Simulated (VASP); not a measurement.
AlN:

```xyz
2
Lattice="0.0000 1.9690 1.9690 1.9690 0.0000 1.9690 1.9690 1.9690 0.0000" Properties=species:S:1:pos:R:3 pbc="T T T"
Al    0.0000    0.0000    0.0000
N     1.9690    1.9690    1.9690
```

- Program: VASP 6.6.1
- Task: relaxation of cell and atoms
- Functional: PBEsol
- Potentials or basis: VASP PAW PBE potentials, release 64 (Al, N)
- Cutoff: 600 eV
- k mesh: 8 × 8 × 8
- Occupations: methfessel-paxton, width 0.1 eV
- Spin: no spin polarisation

At the start: pressure 24.7 GPa; volume 7.63 Å³/atom.

Problem. How do energy, volume and symmetry change on relaxing?

Solution. Over 4 steps the energy falls by 45.7 meV/atom and the volume is 8.27 Å³/atom (+8.3 %); space group Fm-3m (No. 225, to 0.05 Å).

The path:
| step | energy change (eV) | largest force (eV/Å) | pressure (GPa) | volume (Å³) |
| --- | --- | --- | --- | --- |
| 1 | 0.0000 | 0.0000 | 24.65 | 15.27 |
| 2 | 0.0020 | 0.0000 | -18.90 | 18.01 |
| 3 | -0.0914 | 0.0000 | -0.25 | 16.56 |
| 4 | -0.0914 | 0.0000 | 0.12 | 16.53 |

Final structure:
```cif
data_structure
_symmetry_space_group_name_H-M 'P 1'
_symmetry_Int_Tables_number 1
_cell_length_a 2.8594
_cell_length_b 2.8594
_cell_length_c 2.8594
_cell_angle_alpha 60.000
_cell_angle_beta 60.000
_cell_angle_gamma 60.000
_cell_volume 16.53
loop_
_atom_site_label
_atom_site_type_symbol
_atom_site_fract_x
_atom_site_fract_y
_atom_site_fract_z
_atom_site_occupancy
Al1 Al 0.00000 0.00000 0.00000 1
N1 N 0.50000 0.50000 0.50000 1
```

Caveat: the PAW data sets were made with another functional, which shifts forces and pressure a little.
